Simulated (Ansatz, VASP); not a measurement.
**H: VASP beside Ansatz**

```
H
1.0
     5.60024    0.00000    0.00000
    -2.80012    4.84995    0.00000
     0.00000    0.00000    3.95937
H
2
Direct
  0.33333 0.66667 0.25000
  0.66667 0.33333 0.75000
```

Alike in both runs: task single point; functional PBE; k mesh 6 × 6 × 6; occupations gaussian, width 0.05 eV; collinear spin.

```csv
,VASP,Ansatz
version,VASP 6.6.1,Ansatz 0.2.0
potentials or method,"VASP PAW PBE potentials, release 64 (H), cutoff 520 eV","scalar-relativistic, plane waves, PAW"
valence electrons in the cell,2,2
```

```csv
,VASP,Ansatz,Ansatz less VASP
gap on the k mesh at the Fermi level (eV),6.71,6.30,-0.415
least direct gap on the mesh (eV),7.20,6.30,-0.908
pressure (GPa),0.0,0.1,+0.03
net moment per atom (μB),1.00,1.00,0.000
size of the moment on the site where the two differ most (μB),0.38,0.95,+0.569
```

Site moments also hang on the region over which each program counts them. Ansatz's warnings: band edge not confirmed under output density, nearly empty spin channel levels not settled.
